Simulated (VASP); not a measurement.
Ga2O3: single point with PBE

Ga2O3:

```
CELL_PARAMETERS angstrom
2.52866 1.45992 4.54169
-2.52866 1.45992 4.54169
0.00000 -2.91984 4.54169
ATOMIC_POSITIONS crystal
Ga 0.35577 0.35577 0.35577
Ga 0.14423 0.14423 0.14423
Ga 0.64423 0.64423 0.64423
Ga 0.85577 0.85577 0.85577
O 0.55316 0.94684 0.25000
O 0.25000 0.55316 0.94684
O 0.94684 0.25000 0.55316
O 0.44684 0.05316 0.75000
O 0.75000 0.44684 0.05316
O 0.05316 0.75000 0.44684
```

```json
{
  "Program": "VASP 6.6.1",
  "Task": "single point",
  "Functional": "PBE",
  "Potentials or basis": "VASP PAW PBE potentials, release 64 (Ga_d, O)",
  "Cutoff": "520 eV",
  "k mesh": "6 × 6 × 6",
  "Occupations": "gaussian, width 0.02 eV",
  "Spin": "no spin polarisation",
  "Dipole correction": "no",
  "Further INCAR settings": "ALGO = Normal; EDIFF = 1e-07; NBANDS = 55"
}
```

- Pressure: 0.9 GPa
- Largest force: 0.021 eV/Å
- Band gap on the k mesh: 2.39 eV (least direct gap 2.63 eV)

Forces on the atoms (eV/Å):
```
Ga   0.000  0.000  0.021
Ga   0.000  0.000 -0.021
Ga   0.000  0.000 -0.021
Ga   0.000  0.000  0.021
O   -0.001  0.000  0.000
O    0.001 -0.001  0.000
O    0.001  0.001  0.000
O    0.001  0.000  0.000
O   -0.001  0.001  0.000
O   -0.001 -0.001  0.000
```

Stress tensor (GPa, compression positive):
```
0.97 0.00 0.00
0.00 0.97 0.00
0.00 0.00 0.83
```

Levels at points of the mesh, in eV from the valence-band top:
| k point | band 40 | band 41 | band 42 | band 43 | band 44 | band 45 | band 46 | band 47 | band 48 | band 49 |
| --- | --- | --- | --- | --- | --- | --- | --- | --- | --- | --- |
| (0.00, 0.00, 0.00) | -0.32 | -0.32 | -0.31 | -0.23 | -0.23 | 2.39 | 6.30 | 6.55 | 8.51 | 9.84 |
| (0.50, 0.00, 0.00) | -1.17 | -0.93 | -0.93 | -0.15 | -0.15 | 6.00 | 6.00 | 6.37 | 6.37 | 9.63 |
| (0.50, 0.50, 0.00) | -0.97 | -0.82 | -0.69 | -0.25 | -0.15 | 6.12 | 6.34 | 7.23 | 7.27 | 8.47 |
| (0.50, 0.50, 0.50) | -1.42 | -0.29 | -0.29 | -0.29 | -0.29 | 5.47 | 5.47 | 7.48 | 7.48 | 9.19 |

It took 3.7 min on 1 thread of Intel(R) Xeon(R) Platinum 8124M CPU @ 3.00GHz (Skylake/Cascade Lake), with other jobs on the host, peak memory 0.31 GiB.

A k mesh can miss the band edges.
